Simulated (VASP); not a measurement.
**EuCl3NH3 (Eu(Cl)3(NH3)): single point with PBE**

Molecule: EuCl3NH3 (Eu(Cl)3(NH3)), in a box.

```xyz
8
Lattice="12.1800 0.0000 0.0000 0.0000 12.1800 0.0000 0.0000 0.0000 12.1800" Properties=species:S:1:pos:R:3 pbc="T T T"
Eu    6.5567    5.6224    6.5567
Cl    7.6790    7.6007    7.6790
Cl    4.5783    4.5000    7.6790
Cl    7.6790    4.5000    4.5783
N     5.1122    7.0668    5.1122
H     4.5000    7.6790    5.6591
H     5.6591    7.6790    4.5000
H     4.5000    6.5199    4.5000
```

| Item | Value |
| --- | --- |
| Program | VASP 6.6.1 |
| Task | single point |
| Functional | PBE |
| Potentials or basis | VASP PAW PBE potentials, release 64 (Eu, Cl, N, H) |
| Cutoff | 520 eV |
| k mesh | 1 × 1 × 1 |
| Occupations | gaussian, width 0.01 eV |
| Spin | collinear spin, ferromagnetic start |
| Starting moments | [6.0, 0.0, 0.0, 0.0, 0.0, 0.0, 0.0, 0.0] μB |
| Dipole correction | no |
| Further INCAR settings | ALGO = Normal; EDIFF = 1e-06; NBANDS = 37 |

* Largest force: 0.242 eV/Å
* Gap between the frontier levels: 0.01 eV
* Net moment: 6.00 μB per cell
* Site moments: Eu +6.13; Cl -0.09; N -0.01; H +0.00 μB
* Valence electrons inside the program's atomic spheres: Eu 14.58; Cl 5.12; N 3.98; H 0.71

Forces in eV/Å, atoms in the order of the input:
```
Eu   0.064 -0.064  0.064
Cl   0.077  0.136  0.077
Cl  -0.136 -0.077  0.077
Cl   0.077 -0.077 -0.136
N   -0.140  0.140 -0.140
H    0.019 -0.019  0.019
H    0.019 -0.019  0.019
H    0.019 -0.019  0.019
```

Levels at points of the mesh, in eV from the valence-band top:
Spin up:
```
           k point  band 23  band 24  band 25  band 26  band 27  band 28  band 29  band 30
(0.00, 0.00, 0.00)    -0.25    -0.20    -0.20     0.00     0.01     4.73     5.20     5.20
```
Spin down:
| k point | band 17 | band 18 | band 19 | band 20 | band 21 | band 22 | band 23 | band 24 |
| --- | --- | --- | --- | --- | --- | --- | --- | --- |
| (0.00, 0.00, 0.00) | -0.79 | -0.77 | -0.74 | -0.74 | 3.82 | 4.08 | 4.21 | 4.35 |

It took 12 min on 1 thread of Intel(R) Xeon(R) 6975P-C (Granite Rapids), with other jobs on the host, peak memory 2.2 GiB.

Caveat: spin-orbit coupling is left out, which moves the levels of the heavy elements; without U or exact exchange the open f shell lies at the Fermi level, which spoils levels, moments and volumes. The state reached can hang on the start; a lower one may exist.
